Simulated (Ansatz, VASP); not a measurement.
## Ag: VASP beside Ansatz

Contents of INCAR:

```
SYSTEM = Ag
ALGO = Normal ; EDIFF = 1E-6
ENCUT = 520 ; GGA = CA
ISIF = 2 ; ISMEAR = -1
LASPH = .TRUE. ; LCHARG = .FALSE.
LREAL = .FALSE. ; LWAVE = .FALSE.
NBANDS = 18 ; NELM = 80
PREC = Accurate ; SIGMA = 0.05
```

The input KPOINTS:

```
k-points
0
G
  14 14 8
  0 0 0
```

File POSCAR:

```
Ag
1.0
    2.9299980804     -0.0146499904     -0.0146499904
   -1.4776863040      2.5447777659     -0.0053622686
   -0.0239500000     -0.0239500000      4.7900000000
Ag
2
Direct
    0.3333333333      0.6666666667      0.2500000000
    0.6666666667      0.3333333333      0.7500000000
```

Input for Ansatz:

```yaml
crystal:
  lattice:
    - [2.9299980804, -0.0146499904, -0.0146499904]
    - [-1.477686304, 2.5447777659, -0.0053622686]
    - [-0.02395, -0.02395, 4.79]
  atoms:
    - { symbol: Ag, position: [0.3333333333, 0.6666666667, 0.25] }
    - { symbol: Ag, position: [0.6666666667, 0.3333333333, 0.75] }
kpoints:
  mp_grid: { grid: [14, 14, 8] }
  band_path:
    path:
      - [0.0, 0.0, 0.0]
      - [0.0, 0.0, 0.5]
      - [-0.5, 0.5, 0.0]
      - [0.0, 0.0, 0.0]
      - [0.0, -0.5, 0.0]
      - [-0.5, 0.0, 0.5]
      - [0.0, 0.0, 0.0]
      - [-0.5, 0.0, 0.0]
      - [0.0, -0.5, 0.5]
    npoints: 5
scf:
  occupations: { method: fermi_dirac, width: 0.05 }
hamiltonian:
  xc: lda
  pseudopotentials: { kind: all_electron, lapw: { basis_error: 0.00025 } }
output:
  forces: true
  stress: true
  eigenvalues: true
```

Change from the starting cell: equal xy, yz and zx shear strains of -1 %.

Alike in both runs: task single point; functional LDA; k mesh 14 × 14 × 8; occupations fermi-dirac, width 0.05 eV; no spin polarisation.

|  | VASP | Ansatz |
| --- | --- | --- |
| version | VASP 6.6.1 | Ansatz 0.2.0 |
| potentials or method | VASP PAW LDA potentials, release 64 (Ag), cutoff 520 eV | all-electron LAPW, scalar-relativistic |

VASP gave:

* pressure (GPa): -10.4
* traceless stress, the component that is largest in VASP (GPa): 0.30
* rms of the force components (eV/Å): 0.005

**Question.** What did Ansatz give for the same quantities?

**Answer.** Pressure (GPa): -10.6; traceless stress, the component that is largest in VASP (GPa): 0.29; rms of the force components (eV/Å): 0.005.

LDA's correlation is that of Perdew and Zunger in VASP and of Perdew and Wang (1992) in Ansatz. Atom by atom the forces differ by 0.000 eV/Å (rms over components). Ansatz ran all-electron here, and VASP with PAW potentials.
